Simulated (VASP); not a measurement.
# ZnS (I-4m2) in VASP: further runs

ZnS is run at these levels: PBE; tasks: single point.

Everything below comes from runs of VASP 6.6.1. Logs are shortened: lines on timing, memory, paths and dates and some standing lists are left out, and cuts for length are marked.

### 1 The cell of the first run

The structure is tetragonal, space group I-4m2 (No. 119). The conventional cell has a = 3.882 Å, b = 3.882 Å, c = 5.247 Å, α = 90.00°, β = 90.00°, γ = 90.00°. Zn (site symmetry -4m2) has 4 S at 2.34 Å within 3.1 Å. S (site symmetry -4m2) has 4 Zn at 2.34 Å within 3.1 Å.

### 2 Single point, PBE (strain +0.015 along x and y, -0.030 along z)

The input, INCAR:

```
SYSTEM = ZnS
  ALGO = Normal
  EDIFF = 1E-7
  ENCUT = 520
  GGA = PE
  ISIF = 2
  ISMEAR = 0
  LASPH = .True.
  LCHARG = .False.
  LREAL = .False.
  LWAVE = .False.
  NBANDS = 16
  NELM = 100
  PREC = Accurate
  SIGMA = 0.05
```

The input, KPOINTS:

```
k-points
0
Gamma
  10 10 10
  0 0 0
```

The input, POSCAR:

```
ZnS
1.0
    0.0000000000      2.7452197500      2.6235105000
    2.7452197500      0.0000000000      2.6235105000
    2.7452197500      2.7452197500      0.0000000000
Zn S
1 1
Direct
    0.0000000000      0.0000000000      0.0000000000
    0.7500000000      0.7500000000      0.7500000000
```

Potentials or basis: VASP PAW PBE potentials, release 64 (Zn, S).

On the command line:

```
$ cat potpaw_PBE.64/Zn/POTCAR potpaw_PBE.64/S/POTCAR > POTCAR
$ mpirun -np 1 vasp_std > vasp.out
```

OUTCAR:

```text
SYSTEM = ZnS
   EDIFF = 1E-7
   ENCUT = 520
   GGA = PE
   ISIF = 2
   ISMEAR = 0
   LASPH = .True.
   LREAL = .False.
   NELM = 100
   PREC = Accurate

 ion  position               nearest neighbor table
   1  0.000  0.000  0.000-   2 2.34   2 2.34   2 2.34   2 2.34
   2  0.750  0.750  0.750-   1 2.34   1 2.34   1 2.34   1 2.34

  LATTYP: Found a body centered tetragonal cell.
 ALAT       =     3.8823270021
 C/A-ratio  =     1.3515144389

  Lattice vectors:

 A1 = (   0.0000000000,  -2.7452197500,  -2.6235105000)
 A2 = (   0.0000000000,   2.7452197500,  -2.6235105000)
 A3 = (   2.7452197500,   0.0000000000,   2.6235105000)

Analysis of symmetry for initial positions (statically):
=====================================================================
 Subroutine PRICEL returns:
 Original cell was already a primitive cell.

 Routine SETGRP: Setting up the symmetry group for a
 body centered tetragonal supercell.

 Subroutine GETGRP returns: Found  8 space group operations
 (whereof  8 operations were pure point group operations)
 out of a pool of 16 trial point group operations.

The static configuration has the point symmetry D_2d.

Analysis of symmetry for dynamics (positions and initial velocities):
=====================================================================
 Subroutine PRICEL returns:
 Original cell was already a primitive cell.

 Routine SETGRP: Setting up the symmetry group for a
 body centered tetragonal supercell.

 Subroutine GETGRP returns: Found  8 space group operations
 (whereof  8 operations were pure point group operations)
 out of a pool of 16 trial point group operations.

The dynamic configuration has the point symmetry D_2d.

 Subroutine INISYM returns: Found  8 space group operations
 (whereof  8 operations are pure point group operations),
 and found     1 'primitive' translations

----------------------------------------------------------------------------------------

                                     Primitive cell

  volume of cell :      39.5428

  direct lattice vectors                    reciprocal lattice vectors
     0.000000000  2.745219750  2.623510500    -0.182134782  0.182134782  0.190584333
     2.745219750  0.000000000  2.623510500     0.182134782 -0.182134782  0.190584333
     2.745219750  2.745219750  0.000000000     0.182134782  0.182134782 -0.190584333

  length of vectors
     3.797240948  3.797240948  3.882327002     0.320419328  0.320419328  0.320419328

  position of ions in fractional coordinates (direct lattice)
     0.000000000  0.000000000  0.000000000
     0.750000000  0.750000000  0.750000000

  ion indices of the primitive-cell ions
   primitive index   ion index
                 1           1
                 2           2

----------------------------------------------------------------------------------------

 KPOINTS: k-points

Automatic generation of k-mesh.
 Grid dimensions read from file:
 generate k-points for:   10   10   10

 Generating k-lattice:

  Cartesian coordinates                     Fractional coordinates (reciprocal lattice)
    -0.018213478  0.018213478  0.019058433     0.100000000  0.000000000  0.000000000
     0.018213478 -0.018213478  0.019058433     0.000000000  0.100000000  0.000000000
     0.018213478  0.018213478 -0.019058433     0.000000000  0.000000000  0.100000000

  Length of vectors
     0.032041933  0.032041933  0.032041933

  Shift w.r.t. Gamma in fractional coordinates (k-lattice)
     0.000000000  0.000000000  0.000000000

 Subroutine IBZKPT returns following result:
 ===========================================

 Found    102 irreducible k-points:

 Following reciprocal coordinates:
            Coordinates               Weight
  0.000000  0.000000  0.000000      1.000000
  0.100000 -0.000000  0.000000      8.000000
  0.200000 -0.000000  0.000000      8.000000
  0.300000 -0.000000  0.000000      8.000000
  0.400000 -0.000000  0.000000      8.000000
  0.500000 -0.000000  0.000000      4.000000
[... 16 lines left out ...]
  0.300000  0.300000  0.000000      2.000000
  0.400000  0.300000  0.000000      8.000000
 [... further k-points ...]
   k-points           NKPTS =    102   k-points in BZ     NKDIM =    102   number of bands    NBANDS=     16
   number of dos      NEDOS =    301   number of ions     NIONS =      2
   total plane-waves  NPLWV =  23520
   dimension x,y,z NGX =    28 NGY =   28 NGZ =   30
   dimension x,y,z NGXF=    56 NGYF=   56 NGZF=   60
   ions per type =               1   1
   NGX,Y,Z   is equivalent  to a cutoff of  12.26, 12.26, 12.85 a.u.
   NGXF,Y,Z  is equivalent  to a cutoff of  24.52, 24.52, 25.69 a.u.
 SYSTEM =  ZnS
   PREC   = accura    normal or accurate (medium, high low for compatibility)
   ISTART =      0    job   : 0-new  1-cont  2-samecut
   ICHARG =      2    charge: 1-file 2-atom 10-const
   ISPIN  =      1    spin polarized calculation?
   LNONCOLLINEAR =      F non collinear calculations
   LSORBIT =      F    spin-orbit coupling
   LASPH  =      T    aspherical Exc in radial PAW
   ENCUT  =  520.0 eV  38.22 Ry    6.18 a.u.   7.06  7.06  7.22*2*pi/ulx,y,z
   NELM   =    100;   NELMIN=  2; NELMDL= -5     # of ELM steps
   EDIFF  = 0.1E-06   stopping-criterion for ELM
   LREAL  =      F    real-space projection
   EDIFFG = 0.1E-05   stopping-criterion for IOM
   NSW    =      0    number of steps for IOM
   IBRION =     -1    ionic relax: 0-MD 1-quasi-New 2-CG
   NFREE  =      0    steps in history (QN), initial steepest desc. (CG)
   ISIF   =      2    stress and relaxation
   ISYM   =      2    0-nonsym 1-usesym 2-fastsym
   POTIM  = 0.5000    time-step for ionic-motion
   TEBEG  =    0.0;   TEEND  =   0.0 temperature during run
   PSTRESS=    0.0 pullay stress
   NELECT =      18.0000    total number of electrons
   NUPDOWN=      -1.0000    fix difference up-down
   EMIN   =  10.00;   EMAX   =-10.00  energy-range for DOS
   EFERMI =   0.00;   METHOD = LEGACY
   ISMEAR =     0;   SIGMA  =   0.05  broadening in eV -4-tet -1-fermi 0-gaus
   EFERMI_NEDOS =   21; number of points for ismear=-14 and -15
   IALGO  =     38    algorithm
   IMIX   =      4    mixing-type and parameters
     AMIX     =   0.40;   BMIX     =  1.00
     AMIX_MAG =   1.60;   BMIX_MAG =  1.00
  volume/ion in A,a.u.               =      19.77       133.42
  Fermi-wavevector in a.u.,A,eV,Ry     =   1.259341  2.379809 21.578018  1.585940
  Thomas-Fermi vector in A             =   2.392906
   LORBIT       =      0    0 simple, 1 ext, 2 COOP (PROOUT), +10 PAW based schemes
   GGA     = PE    functional components
   LHFCALC =     F    Hartree Fock is set to
   AEXX    =    0.0000 exact exchange contribution
   IVDW    =     0    specifies the selected vdW correction
   LEPSILON=     F    determine dielectric tensor
   LRPA    =     F    only Hartree local field effects (RPA)
 non-spin polarized calculation
 Gauss-broadening in eV      SIGMA  =   0.05
  energy-cutoff  :      520.00
  volume of cell :       39.54
 maximum number of plane-waves:      1082
   NGX = 15   NGY = 15   NGZ = 15

 number of electron      18.0000014 magnetization

 Free energy of the ion-electron system (eV)
  ---------------------------------------------------
  ext. energy  EPLUGINS =         0.00000000
  ---------------------------------------------------
  free energy    TOTEN  =        -6.84188853 eV

  energy without entropy =       -6.84188853  energy(sigma->0) =       -6.84188853

 E-fermi :   2.4725     XC(G=0):  -9.6215

 val. band max:        2.1784317054   @ k =   0.0000   0.0000   0.0000
 cond. band min:       4.1815165362   @ k =   0.0000   0.0000   0.0000
 fundamental gap:      2.0030848307
 Fermi energy:         2.4724702744

 k-point     1 :       0.0000    0.0000    0.0000
  band No.  band energies     occupation
      1     -11.0353      2.00000
      2      -4.2499      2.00000
      3      -4.2499      2.00000
      4      -4.2248      2.00000
      5      -3.7557      2.00000
      6      -3.7433      2.00000
[... 8 lines left out ...]
     15      13.8742      0.00000
     16      14.2315      0.00000

 k-point     2 :       0.1000   -0.0000    0.0000
  band No.  band energies     occupation
      1     -10.9599      2.00000
      2      -4.2467      2.00000
      3      -4.2369      2.00000
      4      -4.2139      2.00000
      5      -3.7560      2.00000
      6      -3.7453      2.00000
[... 8 lines left out ...]
     15      13.6301      0.00000
     16      14.5613      0.00000

 k-point     3 :       0.2000   -0.0000    0.0000
  band No.  band energies     occupation
      1     -10.7519      2.00000
      2      -4.2279      2.00000
      3      -4.2053      2.00000
      4      -4.1797      2.00000
      5      -3.7529      2.00000
      6      -3.7479      2.00000
[... 8 lines left out ...]
     15      13.1148      0.00000
     16      14.6929      0.00000

 k-point     4 :       0.3000   -0.0000    0.0000
  band No.  band energies     occupation
      1     -10.4696      2.00000
      2      -4.1725      2.00000
      3      -4.1563      2.00000
      4      -4.1250      2.00000
      5      -3.7437      2.00000
      6      -3.7399      2.00000
[... 8 lines left out ...]
     15      13.3403      0.00000
     16      14.1628      0.00000
[... 324 lines left out ...]
 k-point    22 :      -0.2000    0.2000    0.0000
  band No.  band energies     occupation
      1     -10.3844      2.00000
      2      -4.1461      2.00000
      3      -4.1224      2.00000
      4      -4.1152      2.00000
      5      -3.7697      2.00000
      6      -3.7259      2.00000
[... 8 lines left out ...]
     15      14.7616      0.00000
     16      16.5848      0.00000

 k-point    23 :       0.3000    0.3000    0.0000
  band No.  band energies     occupation
      1     -10.2452      2.00000
      2      -4.2823      2.00000
      3      -4.0546      2.00000
      4      -4.0546      2.00000
      5      -3.7605      2.00000
      6      -3.6985      2.00000
[... 8 lines left out ...]
     15      14.6728      0.00000
     16      18.6376      0.00000

 k-point    24 :       0.4000    0.3000    0.0000
  band No.  band energies     occupation
      1     -10.0412      2.00000
      2      -4.2493      2.00000
      3      -4.0101      2.00000
      4      -3.9999      2.00000
      5      -3.6977      2.00000
      6      -3.6884      2.00000
[... 8 lines left out ...]
     15      15.3388      0.00000
     16      17.9977      0.00000

 [... further k-points ...]
[... 5 lines left out ...]
  --------------------------------------------------------------------------------------
  -------------------------------------------------------------------------------------
  Total        0.2425153      0.2425153      0.6545489      0.0000000      0.0000000      0.0000000
  in kB        9.8261324      9.8261324     26.5207399      0.0000000      0.0000000      0.0000000
  external PRESSURE =      15.3910016 kB  Pullay stress =       0.0000000 kB

 VOLUME and BASIS-vectors are now :
 -----------------------------------------------------------------------------
  energy-cutoff  :      520.00
  volume of cell :       39.54
      direct lattice vectors                 reciprocal lattice vectors
     0.000000000  2.745219750  2.623510500    -0.182134782  0.182134782  0.190584333
     2.745219750  0.000000000  2.623510500     0.182134782 -0.182134782  0.190584333
     2.745219750  2.745219750  0.000000000     0.182134782  0.182134782 -0.190584333

 POSITION                                       TOTAL-FORCE (eV/Angst)
 -----------------------------------------------------------------------------------
      0.00000      0.00000      0.00000        -0.000000     -0.000000     -0.000000
      4.11783      4.11783      3.93527         0.000000      0.000000      0.000000
 -----------------------------------------------------------------------------------
    total drift:                               -0.000004     -0.000004     -0.000003

  FREE ENERGIE OF THE ION-ELECTRON SYSTEM (eV)
  ---------------------------------------------------
  free  energy   TOTEN  =        -6.8418885263 eV

  energy  without entropy=       -6.8418885263  energy(sigma->0) =       -6.84188853
```

Wall time 25 s (1 thread of Intel Xeon 6975P-C (Granite Rapids), shared host); peak memory 0.2 GiB.

Results:

```yaml
Free_energy: -6.8419 eV
Pressure: 1.5 GPa
Band_gap_on_the_k_mesh: 2.00 eV, direct
```

Caveat: the cell differs from its parent crystal (strain +0.015 along x and y, -0.030 along z).

### 3 Single point, PBE (strain +0.030 along x and y, -0.030 along z)

The input, INCAR:

```
PREC = Accurate
ENCUT = 520
EDIFF = 1E-6
ISMEAR = 0
SIGMA = 0.05
LREAL = False
LASPH = True
NELM = 100
ALGO = Normal
ISIF = 2
LWAVE = False
LCHARG = False
GGA = PE
NBANDS = 16
```

The input, KPOINTS:

```
Automatic mesh
0
Gamma
  10 10 10
```

The input, POSCAR:

```
ZnS
1.0
    0.0000000000      2.7857895000      2.6235105000
    2.7857895000      0.0000000000      2.6235105000
    2.7857895000      2.7857895000      0.0000000000
Zn S
1 1
Direct
    0.0000000000      0.0000000000      0.0000000000
    0.7500000000      0.7500000000      0.7500000000
```

Potentials or basis: VASP PAW PBE potentials, release 64 (Zn, S).

On the command line:

```
$ cat potpaw_PBE.64/Zn/POTCAR potpaw_PBE.64/S/POTCAR > POTCAR
$ mpirun -np 1 vasp_std > vasp.out
```

OUTCAR:

```text
PREC = Accurate
   ENCUT = 520
   EDIFF = 1E-6
   ISMEAR = 0
   LREAL = False
   LASPH = True
   NELM = 100
   ISIF = 2
   GGA = PE

 ion  position               nearest neighbor table
   1  0.000  0.000  0.000-   2 2.37   2 2.37   2 2.37   2 2.37
   2  0.750  0.750  0.750-   1 2.37   1 2.37   1 2.37   1 2.37

  LATTYP: Found a body centered tetragonal cell.
 ALAT       =     3.9397012928
 C/A-ratio  =     1.3318321898

  Lattice vectors:

 A1 = (   0.0000000000,  -2.7857895000,  -2.6235105000)
[... 625 lines left out ...]
      3      -4.1851      2.00000
      4      -4.1744      2.00000
      5      -3.8834      2.00000
      6      -3.8805      2.00000
[... 8 lines left out ...]
     15      14.9787      0.00000
     16      17.5472      0.00000

 [... further k-points ...]
[... 5 lines left out ...]
  --------------------------------------------------------------------------------------
  -------------------------------------------------------------------------------------
  Total       -0.3392573     -0.3392573      0.2233253      0.0000000      0.0000000      0.0000000
  in kB      -13.3484379    -13.3484379      8.7869675      0.0000000      0.0000000      0.0000000
  external PRESSURE =      -5.9699695 kB  Pullay stress =       0.0000000 kB

 VOLUME and BASIS-vectors are now :
 -----------------------------------------------------------------------------
  energy-cutoff  :      520.00
  volume of cell :       40.72
      direct lattice vectors                 reciprocal lattice vectors
     0.000000000  2.785789500  2.623510500    -0.179482333  0.179482333  0.190584333
     2.785789500  0.000000000  2.623510500     0.179482333 -0.179482333  0.190584333
     2.785789500  2.785789500  0.000000000     0.179482333  0.179482333 -0.190584333

 POSITION                                       TOTAL-FORCE (eV/Angst)
 -----------------------------------------------------------------------------------
      0.00000      0.00000      0.00000         0.000000      0.000000      0.000000
      4.17868      4.17868      3.93527        -0.000000     -0.000000      0.000000
 -----------------------------------------------------------------------------------
    total drift:                                0.000002      0.000002      0.000017

  FREE ENERGIE OF THE ION-ELECTRON SYSTEM (eV)
  ---------------------------------------------------
  free  energy   TOTEN  =        -6.8405329991 eV

  energy  without entropy=       -6.8405329991  energy(sigma->0) =       -6.84053300
```

OSZICAR:

```text
N       E                     dE             d eps       ncg     rms          rms(c)
DAV:   1     0.903467208231E+02    0.90347E+02   -0.89452E+03  3272   0.133E+03
DAV:   2    -0.128220882838E+01   -0.91629E+02   -0.86039E+02  3704   0.261E+02
DAV:   3    -0.720656105578E+01   -0.59244E+01   -0.58995E+01  4152   0.645E+01
DAV:   4    -0.726939817471E+01   -0.62837E-01   -0.62823E-01  3968   0.695E+00
DAV:   5    -0.727014596187E+01   -0.74779E-03   -0.74777E-03  4296   0.720E-01    0.648E+00
DAV:   6    -0.686014780704E+01    0.41000E+00   -0.73890E-01  4904   0.295E+01    0.509E+00
DAV:   7    -0.684084726592E+01    0.19301E-01   -0.24128E-01  3960   0.435E+00    0.261E+00
DAV:   8    -0.684009220074E+01    0.75507E-03   -0.49261E-03  4232   0.769E-01    0.678E-01
DAV:   9    -0.684036705453E+01   -0.27485E-03   -0.11817E-03  4032   0.278E-01    0.104E-01
DAV:  10    -0.684053834401E+01   -0.17129E-03   -0.21394E-04  4072   0.142E-01    0.597E-02
DAV:  11    -0.684053209205E+01    0.62520E-05   -0.34666E-05  3768   0.907E-02    0.630E-03
DAV:  12    -0.684053299905E+01   -0.90700E-06   -0.40880E-06  4408   0.222E-02
   1 F= -.68405330E+01 E0= -.68405330E+01  d E =-.233448E-17
```

stdout:

```text
POSCAR found type information on POSCAR ZnS
 POSCAR found :  2 types and       2 ions
 scaLAPACK will be used
 LDA part: xc-table for (Slater+PW92), standard interpolation
 POSCAR, INCAR and KPOINTS ok, starting setup
 FFT: planning ... GRIDC
 FFT: planning ... GRID_SOFT
 FFT: planning ... GRID
 WAVECAR not read
 entering main loop
```

Run time: 22 s. Hardware: 1 thread of Intel Xeon 6975P-C (Granite Rapids), shared host; peak memory 0.2 GiB.

Results:

```yaml
Free_energy: -6.8405 eV
Pressure: -0.6 GPa
Band_gap_on_the_k_mesh: 1.85 eV, direct
```

Caveat: the cell differs from its parent crystal (strain +0.030 along x and y, -0.030 along z).

### 4 Single point, PBE (strain +0.030 along x and y, -0.015 along z)

The input, INCAR:

```
SYSTEM = ZnS
PREC = Accurate ; ENCUT = 520
EDIFF = 1E-7 ; ISMEAR = 0
SIGMA = 0.05 ; LREAL = .False.
LASPH = .True. ; NELM = 100
ALGO = Normal ; ISIF = 2
LWAVE = .False. ; LCHARG = .False.
GGA = PE ; NBANDS = 16
```

The input, KPOINTS:

```
regular mesh
0
Gamma
  10 10 10
  0 0 0
```

The input, POSCAR:

```
ZnS
1.0
    0.0000000000      2.7857895000      2.6640802500
    2.7857895000      0.0000000000      2.6640802500
    2.7857895000      2.7857895000      0.0000000000
Zn S
1 1
Direct
    0.0000000000      0.0000000000      0.0000000000
    0.7500000000      0.7500000000      0.7500000000
```

On the command line:

```
$ cat potpaw_PBE.64/Zn/POTCAR potpaw_PBE.64/S/POTCAR > POTCAR
$ mpirun -np 1 vasp_std > vasp.out
```

Run time: 33 s. Hardware: 1 thread of Intel Xeon 6975P-C (Granite Rapids), shared host; peak memory 0.21 GiB.

It converged, with:

| Property | Result |
| --- | --- |
| Free energy | -6.8415 eV |
| Pressure | -1.6 GPa |
| Band gap on the k mesh | 1.81 eV, direct |

Stress tensor (GPa, compression positive):
```
-2.13  0.00  0.00
 0.00 -2.13  0.00
 0.00  0.00 -0.41
```

Levels at points of the mesh, in eV from the valence-band top:
| k point | band 6 | band 7 | band 8 | band 9 | band 10 | band 11 | band 12 | band 13 |
| --- | --- | --- | --- | --- | --- | --- | --- | --- |
| (0.00, 0.00, 0.00) | -5.81 | -0.14 | -0.14 | 0.00 | 1.81 | 6.34 | 6.35 | 6.35 |
| (0.50, 0.00, 0.00) | -5.63 | -5.07 | -1.00 | -0.78 | 3.10 | 6.68 | 7.08 | 8.61 |
| (0.50, 0.50, 0.00) | -5.57 | -4.29 | -2.29 | -2.29 | 3.29 | 3.70 | 10.88 | 11.50 |
| (0.50, 0.00, 0.50) | -5.63 | -4.55 | -2.10 | -2.02 | 3.49 | 4.12 | 10.39 | 11.35 |

Caveat: the cell differs from its parent crystal (strain +0.030 along x and y, -0.015 along z).

### 5 Overview

| cell | gap on the mesh (eV) | pressure (GPa) |
| --- | --- | --- |
| a = 3.797, b = 3.797, c = 3.882 Å, angles 59.3, 59.3, 61.5°, 2 atoms | 2.00 | 1.5 |
| a = 3.827, b = 3.827, c = 3.940 Å, angles 59.0, 59.0, 62.0°, 2 atoms | 1.85 | -0.6 |
| a = 3.855, b = 3.855, c = 3.940 Å, angles 59.3, 59.3, 61.5°, 2 atoms | 1.81 | -1.6 |

Alike in all rows: task single point; level PBE; potentials or basis VASP PAW PBE potentials, release 64 (Zn, S); no spin polarisation; k mesh 10 × 10 × 10; cutoff (eV) 520; smearing gaussian 0.05 eV.

Absolute energies hang on the potentials; compare differences alone.
